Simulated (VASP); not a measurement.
# ScPt (Pm-3m) in VASP: notebook

ScPt is run at these levels: LDA; tasks: single point.

Program: VASP 6.6.1. These are calculated values, not measurements. Logs are shortened: lines on timing, memory, paths and dates and some standing lists are left out, and cuts for length are marked.

### Step 1. The cell of the first run

The structure is cubic, space group Pm-3m (No. 221). The conventional cell has a = 3.313 Å, b = 3.313 Å, c = 3.313 Å, α = 90.00°, β = 90.00°, γ = 90.00°. Within 3.8 Å of Sc (site symmetry m-3m) lie 8 Pt at 2.87 Å and 6 Sc at 3.31 Å. Pt (site symmetry m-3m) has 8 Sc at 2.87 Å and 6 Pt at 3.31 Å within 3.8 Å.

### Step 2. Single point, LDA (volume scaled by 1.04)

Contents of INCAR:

```
SYSTEM = ScPt
PREC = Accurate ; ENCUT = 520
EDIFF = 1E-7 ; ISMEAR = -1
SIGMA = 0.05 ; LREAL = .FALSE.
LASPH = .TRUE. ; NELM = 80
ALGO = Normal ; ISIF = 2
LWAVE = .FALSE. ; LCHARG = .TRUE.
GGA = CA ; LELF = .TRUE.
LVHAR = .TRUE. ; NBANDS = 18
```

Contents of KPOINTS:

```
regular mesh
0
G
  10 10 10
  0 0 0
```

Contents of POSCAR:

```
ScPt
1.0
    3.3130312505      0.0000000000      0.0000000000
    0.0000000000      3.3130312505      0.0000000000
    0.0000000000      0.0000000000      3.3130312505
Sc Pt
1 1
Direct
    0.5000000000      0.5000000000      0.5000000000
    0.0000000000      0.0000000000      0.0000000000
```

Potentials or basis: VASP PAW LDA potentials, release 64 (Sc_sv, Pt).

Run with:

```console
$ cat potpaw_LDA.64/Sc_sv/POTCAR potpaw_LDA.64/Pt/POTCAR > POTCAR
$ mpirun -np 1 vasp_std > vasp.out
```

OUTCAR:

```text
SYSTEM = ScPt
   PREC = Accurate
   ENCUT = 520
   EDIFF = 1E-7
   ISMEAR = -1
   LREAL = .FALSE.
   LASPH = .TRUE.
   NELM = 80
   ISIF = 2
   GGA = CA

 ion  position               nearest neighbor table
   1  0.500  0.500  0.500-   2 2.87   2 2.87   2 2.87   2 2.87   2 2.87   2 2.87   2 2.87   2 2.87

   2  0.000  0.000  0.000-   1 2.87   1 2.87   1 2.87   1 2.87   1 2.87   1 2.87   1 2.87   1 2.87

  LATTYP: Found a simple cubic cell.
 ALAT       =     3.3130312505

  Lattice vectors:

 A1 = (   3.3130312505,   0.0000000000,   0.0000000000)
 A2 = (   0.0000000000,   3.3130312505,   0.0000000000)
 A3 = (   0.0000000000,   0.0000000000,   3.3130312505)

Analysis of symmetry for initial positions (statically):
=====================================================================
 Subroutine PRICEL returns:
 Original cell was already a primitive cell.

 Routine SETGRP: Setting up the symmetry group for a
 simple cubic supercell.

 Subroutine GETGRP returns: Found 48 space group operations
 (whereof 48 operations were pure point group operations)
 out of a pool of 48 trial point group operations.

The static configuration has the point symmetry O_h .

Analysis of symmetry for dynamics (positions and initial velocities):
=====================================================================
 Subroutine PRICEL returns:
 Original cell was already a primitive cell.

 Routine SETGRP: Setting up the symmetry group for a
 simple cubic supercell.

 Subroutine GETGRP returns: Found 48 space group operations
 (whereof 48 operations were pure point group operations)
 out of a pool of 48 trial point group operations.

The dynamic configuration has the point symmetry O_h .

 Subroutine INISYM returns: Found 48 space group operations
 (whereof 48 operations are pure point group operations),
 and found     1 'primitive' translations

----------------------------------------------------------------------------------------

                                     Primitive cell

  volume of cell :      36.3644

  direct lattice vectors                    reciprocal lattice vectors
     3.313031250  0.000000000  0.000000000     0.301838384  0.000000000  0.000000000
     0.000000000  3.313031250  0.000000000     0.000000000  0.301838384  0.000000000
     0.000000000  0.000000000  3.313031250     0.000000000  0.000000000  0.301838384

  length of vectors
     3.313031250  3.313031250  3.313031250     0.301838384  0.301838384  0.301838384

  position of ions in fractional coordinates (direct lattice)
     0.500000000  0.500000000  0.500000000
     0.000000000  0.000000000  0.000000000

  ion indices of the primitive-cell ions
   primitive index   ion index
                 1           1
                 2           2

----------------------------------------------------------------------------------------

 KPOINTS: regular mesh

Automatic generation of k-mesh.
 Grid dimensions read from file:
 generate k-points for:   10   10   10

 Generating k-lattice:

  Cartesian coordinates                     Fractional coordinates (reciprocal lattice)
     0.030183838  0.000000000  0.000000000     0.100000000  0.000000000  0.000000000
     0.000000000  0.030183838  0.000000000     0.000000000  0.100000000  0.000000000
     0.000000000  0.000000000  0.030183838     0.000000000  0.000000000  0.100000000

  Length of vectors
     0.030183838  0.030183838  0.030183838

  Shift w.r.t. Gamma in fractional coordinates (k-lattice)
     0.000000000  0.000000000  0.000000000

 Subroutine IBZKPT returns following result:
 ===========================================

 Found     56 irreducible k-points:

 Following reciprocal coordinates:
            Coordinates               Weight
  0.000000  0.000000  0.000000      1.000000
  0.100000  0.000000  0.000000      6.000000
  0.200000  0.000000  0.000000      6.000000
  0.300000  0.000000  0.000000      6.000000
  0.400000  0.000000  0.000000      6.000000
  0.500000  0.000000  0.000000      3.000000
[... 16 lines left out ...]
  0.200000  0.100000  0.100000     24.000000
  0.300000  0.100000  0.100000     24.000000
 [... further k-points ...]
   k-points           NKPTS =     56   k-points in BZ     NKDIM =     56   number of bands    NBANDS=     18
   number of dos      NEDOS =    301   number of ions     NIONS =      2
   total plane-waves  NPLWV =  21952
   dimension x,y,z NGX =    28 NGY =   28 NGZ =   28
   dimension x,y,z NGXF=    56 NGYF=   56 NGZF=   56
   ions per type =               1   1
   NGX,Y,Z   is equivalent  to a cutoff of  14.05, 14.05, 14.05 a.u.
   NGXF,Y,Z  is equivalent  to a cutoff of  28.10, 28.10, 28.10 a.u.
 SYSTEM =  ScPt
   PREC   = accura    normal or accurate (medium, high low for compatibility)
   ISTART =      0    job   : 0-new  1-cont  2-samecut
   ICHARG =      2    charge: 1-file 2-atom 10-const
   ISPIN  =      1    spin polarized calculation?
   LNONCOLLINEAR =      F non collinear calculations
   LSORBIT =      F    spin-orbit coupling
   LASPH  =      T    aspherical Exc in radial PAW
   ENCUT  =  520.0 eV  38.22 Ry    6.18 a.u.   6.16  6.16  6.16*2*pi/ulx,y,z
   NELM   =     80;   NELMIN=  2; NELMDL= -5     # of ELM steps
   EDIFF  = 0.1E-06   stopping-criterion for ELM
   LREAL  =      F    real-space projection
   EDIFFG = 0.1E-05   stopping-criterion for IOM
   NSW    =      0    number of steps for IOM
   IBRION =     -1    ionic relax: 0-MD 1-quasi-New 2-CG
   NFREE  =      0    steps in history (QN), initial steepest desc. (CG)
   ISIF   =      2    stress and relaxation
   ISYM   =      2    0-nonsym 1-usesym 2-fastsym
   POTIM  = 0.5000    time-step for ionic-motion
   TEBEG  =    0.0;   TEEND  =   0.0 temperature during run
   PSTRESS=    0.0 pullay stress
   NELECT =      21.0000    total number of electrons
   NUPDOWN=      -1.0000    fix difference up-down
   EMIN   =  10.00;   EMAX   =-10.00  energy-range for DOS
   EFERMI =   0.00;   METHOD = LEGACY
   ISMEAR =    -1;   SIGMA  =   0.05  broadening in eV -4-tet -1-fermi 0-gaus
   EFERMI_NEDOS =   21; number of points for ismear=-14 and -15
   IALGO  =     38    algorithm
   IMIX   =      4    mixing-type and parameters
     AMIX     =   0.40;   BMIX     =  1.00
     AMIX_MAG =   1.60;   BMIX_MAG =  1.00
  volume/ion in A,a.u.               =      18.18       122.70
  Fermi-wavevector in a.u.,A,eV,Ry     =   1.363293  2.576249 25.287334  1.858567
  Thomas-Fermi vector in A             =   2.489708
   LORBIT       =      0    0 simple, 1 ext, 2 COOP (PROOUT), +10 PAW based schemes
   GGA     = CA    functional components
   LHFCALC =     F    Hartree Fock is set to
   AEXX    =    0.0000 exact exchange contribution
   IVDW    =     0    specifies the selected vdW correction
   LEPSILON=     F    determine dielectric tensor
   LRPA    =     F    only Hartree local field effects (RPA)
 non-spin polarized calculation
  energy-cutoff  :      520.00
  volume of cell :       36.36
 maximum number of plane-waves:       996
 NGX is ok and might be reduce to    28
   NGX = 13   NGY = 13   NGZ = 13

 number of electron      21.0000003 magnetization

 Free energy of the ion-electron system (eV)
  ---------------------------------------------------
  ext. energy  EPLUGINS =         0.00000000
  ---------------------------------------------------
  free energy    TOTEN  =       -16.58941970 eV

  energy without entropy =      -16.57473751  energy(sigma->0) =      -16.58207860

 E-fermi :   7.3950     XC(G=0): -12.0348

 val. band max:        7.3856894907   @ k =   0.5000   0.4000   0.3000
 cond. band min:       7.4295029526   @ k =   0.4000   0.2000   0.2000
 fundamental gap:      0.0438134619
 Fermi energy:         7.3949727170

 k-point     1 :       0.0000    0.0000    0.0000
  band No.  band energies     occupation
      1     -41.9416      2.00000
      2     -20.8121      2.00000
      3     -20.8121      2.00000
      4     -20.8121      2.00000
      5      -0.4795      2.00000
      6       2.4183      2.00000
[... 10 lines left out ...]
     17      14.4736      0.00000
     18      14.4736      0.00000

 k-point     2 :       0.1000    0.0000    0.0000
  band No.  band energies     occupation
      1     -41.9397      2.00000
      2     -20.8329      2.00000
      3     -20.8111      2.00000
      4     -20.8111      2.00000
      5      -0.3032      2.00000
      6       2.4808      2.00000
[... 10 lines left out ...]
     17      15.0323      0.00000
     18      15.0323      0.00000

 k-point     3 :       0.2000    0.0000    0.0000
  band No.  band energies     occupation
      1     -41.9348      2.00000
      2     -20.8870      2.00000
      3     -20.8083      2.00000
      4     -20.8083      2.00000
      5       0.1997      2.00000
      6       2.6559      2.00000
[... 10 lines left out ...]
     17      16.3381      0.00000
     18      16.3381      0.00000

 k-point     4 :       0.3000    0.0000    0.0000
  band No.  band energies     occupation
      1     -41.9286      2.00000
      2     -20.9531      2.00000
      3     -20.8047      2.00000
      4     -20.8047      2.00000
      5       0.9332      2.00000
      6       2.9002      2.00000
[... 10 lines left out ...]
     17      17.9840      0.00000
     18      17.9840      0.00000

 k-point     5 :       0.4000    0.0000    0.0000
  band No.  band energies     occupation
      1     -41.9237      2.00000
      2     -21.0060      2.00000
      3     -20.8019      2.00000
      4     -20.8019      2.00000
      5       1.6630      2.00000
      6       3.1297      2.00000
[... 10 lines left out ...]
     17      19.7353      0.00000
     18      19.7353      0.00000

 k-point     6 :       0.5000    0.0000    0.0000
  band No.  band energies     occupation
      1     -41.9218      2.00000
      2     -21.0260      2.00000
      3     -20.8008      2.00000
      4     -20.8008      2.00000
      5       1.9841      2.00000
      6       3.2276      2.00000
[... 307 lines left out ...]
 k-point    21 :       0.5000    0.5000    0.0000
  band No.  band energies     occupation
      1     -41.9053      2.00000
      2     -20.9850      2.00000
      3     -20.9850      2.00000
      4     -20.7789      2.00000
      5       2.0928      2.00000
      6       2.2938      2.00000
[... 10 lines left out ...]
     17      13.6934      0.00000
     18      15.9842      0.00000

 k-point    22 :       0.1000    0.1000    0.1000
  band No.  band energies     occupation
      1     -41.9360      2.00000
      2     -20.8347      2.00000
      3     -20.8279      2.00000
      4     -20.8279      2.00000
      5       0.0375      2.00000
      6       2.6695      2.00000
[... 10 lines left out ...]
     17      14.6768      0.00000
     18      14.6768      0.00000

 k-point    23 :       0.2000    0.1000    0.1000
  band No.  band energies     occupation
      1     -41.9312      2.00000
      2     -20.8833      2.00000
      3     -20.8274      2.00000
      4     -20.8250      2.00000
      5       0.5152      2.00000
      6       2.8230      2.00000
[... 10 lines left out ...]
     17      15.5075      0.00000
     18      15.8990      0.00000

 k-point    24 :       0.3000    0.1000    0.1000
  band No.  band energies     occupation
      1     -41.9253      2.00000
      2     -20.9475      2.00000
      3     -20.8220      2.00000
      4     -20.8215      2.00000
      5       1.2002      2.00000
      6       3.0361      2.00000
[... 10 lines left out ...]
     17      16.6121      0.00000
     18      17.3762      0.00000

 [... further k-points ...]
[... 5 lines left out ...]
  --------------------------------------------------------------------------------------
  -------------------------------------------------------------------------------------
  Total       -2.2326514     -2.2326514     -2.2326514     -0.0000000     -0.0000000     -0.0000000
  in kB      -98.3682397    -98.3682397    -98.3682397     -0.0000000     -0.0000000     -0.0000000
  external PRESSURE =     -98.3682397 kB  Pullay stress =       0.0000000 kB

 VOLUME and BASIS-vectors are now :
 -----------------------------------------------------------------------------
  energy-cutoff  :      520.00
  volume of cell :       36.36
      direct lattice vectors                 reciprocal lattice vectors
     3.313031250  0.000000000  0.000000000     0.301838384  0.000000000  0.000000000
     0.000000000  3.313031250  0.000000000     0.000000000  0.301838384  0.000000000
     0.000000000  0.000000000  3.313031250     0.000000000  0.000000000  0.301838384

 POSITION                                       TOTAL-FORCE (eV/Angst)
 -----------------------------------------------------------------------------------
      1.65652      1.65652      1.65652         0.000000      0.000000      0.000000
      0.00000      0.00000      0.00000         0.000000      0.000000      0.000000
 -----------------------------------------------------------------------------------
    total drift:                                0.000000      0.000000      0.000000

  FREE ENERGIE OF THE ION-ELECTRON SYSTEM (eV)
  ---------------------------------------------------
  free  energy   TOTEN  =       -16.5894196984 eV

  energy  without entropy=      -16.5747375113  energy(sigma->0) =      -16.58207860
```

Wall time 52 s (1 thread of AMD EPYC 7R43 (Zen 3), shared host); peak memory 0.13 GiB.

What came out:

```
Free energy : -16.5894 eV
Pressure    : -9.8 GPa
```

Levels at points of the mesh, in eV from the Fermi level:
```
           k point  band 7  band 8  band 9  band 10  band 11  band 12  band 13  band 14
(0.00, 0.00, 0.00)   -4.98   -2.74   -2.74    -2.74     1.36     1.36     3.26     3.26
(0.50, 0.00, 0.00)   -3.24   -3.11   -3.11    -2.36    -0.93    -0.10     1.13     1.13
(0.50, 0.50, 0.00)   -3.73   -3.73   -1.57    -0.83     0.31     0.31     1.83     3.31
(0.50, 0.50, 0.50)   -4.16   -1.52   -1.52    -1.32    -1.32    -1.32     2.86     3.46
```

Caveat: spin-orbit coupling is left out, which moves the levels of the heavy elements.

### Step 3. Single point, LDA (volume scaled by 1.06)

Contents of INCAR:

```
ALGO = Normal
EDIFF = 1E-6
ENCUT = 520
GGA = CA
ISIF = 2
ISMEAR = -1
LASPH = T
LCHARG = T
LELF = T
LREAL = F
LVHAR = T
LWAVE = F
NBANDS = 18
NELM = 100
PREC = Accurate
SIGMA = 0.05
```

Contents of KPOINTS:

```
k-points
0
Gamma
  10 10 10
```

Contents of POSCAR:

```
ScPt
1.0
    3.3341339293      0.0000000000      0.0000000000
    0.0000000000      3.3341339293      0.0000000000
    0.0000000000      0.0000000000      3.3341339293
Sc Pt
1 1
Direct
    0.5000000000      0.5000000000      0.5000000000
    0.0000000000      0.0000000000      0.0000000000
```

Potentials or basis: VASP PAW LDA potentials, release 64 (Sc_sv, Pt).

Run with:

```console
$ cat potpaw_LDA.64/Sc_sv/POTCAR potpaw_LDA.64/Pt/POTCAR > POTCAR
$ mpirun -np 1 vasp_std > vasp.out
```

Wall time 49 s (1 thread of AMD EPYC 7R43 (Zen 3), shared host); peak memory 0.13 GiB.

Results (log left out):

```
Free energy : -16.5422 eV
Pressure    : -12.0 GPa
```

Levels at points of the mesh, in eV from the Fermi level:
```csv
k point,band 8,band 9,band 10,band 11,band 12,band 13
"(0.00, 0.00, 0.00)",-2.68,-2.68,-2.68,1.33,1.33,3.19
"(0.50, 0.00, 0.00)",-3.05,-3.05,-2.31,-0.93,-0.06,1.12
"(0.50, 0.50, 0.00)",-3.64,-1.54,-0.83,0.31,0.31,1.80
"(0.50, 0.50, 0.50)",-1.49,-1.49,-1.27,-1.27,-1.27,2.77
```

Caveat: spin-orbit coupling is left out, which moves the levels of the heavy elements.
